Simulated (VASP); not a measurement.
# TePb (Fm-3m) in VASP: further runs, part 2 of 2

VASP 6.6.1. The steps go on from the part before.

### Step 4. Single point, revpbe exchange, lda correlation (32.38 Å³/atom)

This run uses another cell than the first one, of 32.38 Å³/atom.

File INCAR:

```
SYSTEM = TePb
ALGO = Normal ; EDIFF = 1E-6
ENCUT = 500 ; GGA = LIBXC
GGA_COMPAT = .False. ; ISIF = 2
ISMEAR = 0 ; LASPH = .True.
LCHARG = .True. ; LELF = .True.
LIBXC1 = GGA_X_PBE_R ; LIBXC2 = LDA_C_PW
LREAL = .False. ; LVHAR = .True.
LWAVE = .False. ; NBANDS = 17
NELM = 120 ; PREC = Accurate
SIGMA = 0.01
```

File KPOINTS:

```
k-points
0
Gamma
  7 7 7
  0 0 0
```

File POSCAR:

```
TePb
1.0
    0.0000000000      3.1873324849      3.1873324849
    3.1873324849      0.0000000000      3.1873324849
    3.1873324849      3.1873324849      0.0000000000
Pb Te
1 1
Direct
    0.0000000000      0.0000000000      0.0000000000
    0.5000000000      0.5000000000      0.5000000000
```

Potentials or basis: VASP PAW PBE potentials, release 64 (Pb_d, Te).

On the command line:

```sh
$ cat potpaw_PBE.64/Pb_d/POTCAR potpaw_PBE.64/Te/POTCAR > POTCAR
$ mpirun -np 1 vasp_std > vasp.out
```

OUTCAR:

```text
SYSTEM = TePb
   EDIFF = 1E-6
   ENCUT = 500
   GGA = LIBXC
   ISIF = 2
   ISMEAR = 0
   LASPH = .True.
   LREAL = .False.
   NELM = 120
   PREC = Accurate

 ion  position               nearest neighbor table
   1  0.000  0.000  0.000-   2 3.19   2 3.19   2 3.19   2 3.19   2 3.19   2 3.19
   2  0.500  0.500  0.500-   1 3.19   1 3.19   1 3.19   1 3.19   1 3.19   1 3.19

  LATTYP: Found a face centered cubic cell.
 ALAT       =     6.3746649698

  Lattice vectors:

[... 582 lines left out ...]

  FORCE on cell =-STRESS in cart. coord.  units (eV):
  Direction    XX          YY          ZZ          XY          YZ          ZX
  --------------------------------------------------------------------------------------
  -------------------------------------------------------------------------------------
  Total        4.3867599      4.3867599      4.3867599      0.0000000      0.0000000      0.0000000
  in kB      108.5281352    108.5281352    108.5281352      0.0000000      0.0000000      0.0000000
  external PRESSURE =     108.5281352 kB  Pullay stress =       0.0000000 kB

 VOLUME and BASIS-vectors are now :
 -----------------------------------------------------------------------------
  energy-cutoff  :      500.00
  volume of cell :       64.76
      direct lattice vectors                 reciprocal lattice vectors
     0.000000000  3.187332485  3.187332485    -0.156870989  0.156870989  0.156870989
     3.187332485  0.000000000  3.187332485     0.156870989 -0.156870989  0.156870989
     3.187332485  3.187332485  0.000000000     0.156870989  0.156870989 -0.156870989

 POSITION                                       TOTAL-FORCE (eV/Angst)
 -----------------------------------------------------------------------------------
      0.00000      0.00000      0.00000         0.000000      0.000000      0.000000
      3.18733      3.18733      3.18733        -0.000000     -0.000000     -0.000000
 -----------------------------------------------------------------------------------
    total drift:                               -0.000000      0.000000      0.000000

  FREE ENERGIE OF THE ION-ELECTRON SYSTEM (eV)
  ---------------------------------------------------
  free  energy   TOTEN  =        -5.1145209059 eV

  energy  without entropy=       -5.1145209059  energy(sigma->0) =       -5.11452091
```

Run time: 27 s. Hardware: 1 thread of AMD EPYC 7R43 (Zen 3), shared host; peak memory 0.17 GiB.

Results:

- Free energy: -5.1145 eV
- Pressure: 10.9 GPa

Caveat: this odd mesh misses L, so gap, dielectric constants and Born charges aren't listed; the cell stands under pressure; the PAW data sets were made with another functional, which shifts forces and pressure a little; spin-orbit coupling is left out, which moves the levels of the heavy elements.

### Step 5. Single point, revpbe exchange, lda correlation (33.05 Å³/atom)

This run uses another cell than the first one, of 33.05 Å³/atom.

File INCAR:

```
SYSTEM = TePb
ALGO = Normal
EDIFF = 1E-6
ENCUT = 500
GGA = LIBXC
GGA_COMPAT = .False.
ISIF = 2
ISMEAR = 0
LASPH = .True.
LCHARG = .False.
LIBXC1 = GGA_X_PBE_R
LIBXC2 = LDA_C_PW
LREAL = .False.
LWAVE = .False.
NBANDS = 17
NELM = 120
PREC = Accurate
SIGMA = 0.01
```

KPOINTS is that of step 4.

File POSCAR:

```
TePb
1.0
    0.0000000000      3.2093147829      3.2093147829
    3.2093147829      0.0000000000      3.2093147829
    3.2093147829      3.2093147829      0.0000000000
Pb Te
1 1
Direct
    0.0000000000      0.0000000000      0.0000000000
    0.5000000000      0.5000000000      0.5000000000
```

On the command line:

```sh
$ cat potpaw_PBE.64/Pb_d/POTCAR potpaw_PBE.64/Te/POTCAR > POTCAR
$ mpirun -np 1 vasp_std > vasp.out
```

It took 24 s on 1 thread of AMD EPYC 7R43 (Zen 3), shared host; peak memory 0.17 GiB.

It converged, with:

```
Free energy : -5.2004 eV
Pressure    : 9.5 GPa
```

Levels at points of the mesh, in eV from the Fermi level:
| k point | band 8 | band 9 | band 10 | band 11 | band 12 | band 13 |
| --- | --- | --- | --- | --- | --- | --- |
| (0.00, 0.00, 0.00) | -1.46 | -1.46 | -1.46 | 4.06 | 4.06 | 4.06 |

Caveat: this odd mesh misses L, so gap, dielectric constants and Born charges aren't listed; the cell stands under pressure; the PAW data sets were made with another functional, which shifts forces and pressure a little; spin-orbit coupling is left out, which moves the levels of the heavy elements.

### Step 6. Single point, revpbe exchange, lda correlation (33.73 Å³/atom)

File INCAR:

```
PREC     = Accurate       # precision mode
ENCUT    = 500            # plane-wave cutoff, eV
EDIFF    = 1E-6           # SCF threshold, eV
ISMEAR   = 0              # smearing method
SIGMA    = 0.01           # smearing width, eV
LREAL    = False          # projectors in reciprocal space
LASPH    = True           # aspherical terms in the spheres
NELM     = 120            # most SCF steps
ALGO     = Normal         # electronic algorithm
ISIF     = 2              # what is computed and relaxed
LWAVE    = False          # write WAVECAR
LCHARG   = False          # write CHGCAR
GGA      = LIBXC          # functional
LIBXC1   = GGA_X_PBE_R  
LIBXC2   = LDA_C_PW     
NBANDS   = 17             # bands
GGA_COMPAT= False
```

File KPOINTS:

```
regular mesh
0
Gamma
  7 7 7
```

File POSCAR:

```
TePb
1.0
    0.0000000000      3.2310000000      3.2310000000
    3.2310000000      0.0000000000      3.2310000000
    3.2310000000      3.2310000000      0.0000000000
Pb Te
1 1
Direct
    0.0000000000      0.0000000000      0.0000000000
    0.5000000000      0.5000000000      0.5000000000
```

Potentials or basis: VASP PAW PBE potentials, release 64 (Pb_d, Te).

On the command line:

```sh
$ cat potpaw_PBE.64/Pb_d/POTCAR potpaw_PBE.64/Te/POTCAR > POTCAR
$ mpirun -np 1 vasp_std > vasp.out
```

Wall time 26 s (1 thread of AMD EPYC 7R43 (Zen 3), shared host); peak memory 0.17 GiB.

It converged, with:

```yaml
Free_energy: -5.2753 eV
Pressure: 8.2 GPa
```

Levels at points of the mesh, in eV from the Fermi level:
```csv
k point,band 6,band 7,band 8,band 9,band 10,band 11,band 12,band 13,band 14,band 15
"(0.00, 0.00, 0.00)",-12.04,-5.78,-1.38,-1.38,-1.38,4.03,4.03,4.03,6.11,6.11
```

Caveat: this odd mesh misses L, so gap, dielectric constants and Born charges aren't listed; the cell stands under pressure; the PAW data sets were made with another functional, which shifts forces and pressure a little; spin-orbit coupling is left out, which moves the levels of the heavy elements.

### Step 7. Overview

```csv
level,cell,smearing,pressure (GPa)
"b88 exchange, pbe correlation","a = 4.569 Å, angles 60.0°, 2 atoms",fermi-dirac 0.05 eV,1.9
"revpbe exchange, lda correlation","a = 4.476 Å, angles 60.0°, 2 atoms",gaussian 0.01 eV,12.4
"revpbe exchange, lda correlation","a = 4.508 Å, angles 60.0°, 2 atoms",gaussian 0.01 eV,10.9
"revpbe exchange, lda correlation","a = 4.539 Å, angles 60.0°, 2 atoms",gaussian 0.01 eV,9.5
"revpbe exchange, lda correlation","a = 4.569 Å, angles 60.0°, 2 atoms",gaussian 0.01 eV,8.2
```

Alike in all rows: task single point; potentials or basis VASP PAW PBE potentials, release 64 (Pb_d, Te); no spin polarisation; k mesh 7 × 7 × 7; cutoff (eV) 500.

Caveats: the PAW data sets were made with another functional, which shifts forces and pressure a little; spin-orbit coupling is left out, which moves the levels of the heavy elements; the cell stands under pressure (at least some runs).

Absolute energies hang on the potentials; compare differences alone.
